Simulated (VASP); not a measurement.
# AlN: single point with LDA

AlN:

```
Al N
1.0
     0.00000    2.00521    2.00521
     2.00521    0.00000    2.00521
     2.00521    2.00521    0.00000
Al N
1 1
Direct
  0.50000 0.50000 0.50000
  0.00000 0.00000 0.00000
```

| Property | Result |
| --- | --- |
| Program | VASP 6.6.1 |
| Task | single point |
| Functional | LDA |
| Potentials or basis | VASP PAW LDA potentials, release 64 (Al, N) |
| Cutoff | 600 eV |
| k mesh | 8 × 8 × 8 |
| Occupations | gaussian, width 0.1 eV |
| Spin | no spin polarisation |
| Dipole correction | no |
| Further INCAR settings | ALGO = Normal; EDIFF = 1e-06; NBANDS = 11 |

```json
{"Pressure": "0.6 GPa", "Band gap on the k mesh": "4.70 eV (least direct gap 6.13 eV)"}
```

Levels at points of the mesh, in eV from the valence-band top:
```csv
k point,band 2,band 3,band 4,band 5,band 6,band 7
"(0.00, 0.00, 0.00)",0.00,0.00,0.00,6.13,12.10,12.10
"(0.50, 0.00, 0.00)",-8.51,-1.13,-1.13,6.28,11.00,11.00
"(0.50, 0.50, 0.00)",-7.58,-2.88,-2.88,4.70,5.15,14.19
```

It took 4 s on 1 thread of AMD EPYC 9R45 96-Core Processor (Zen 5), on a shared host, peak memory 0.09 GiB.

A k mesh can miss the band edges.
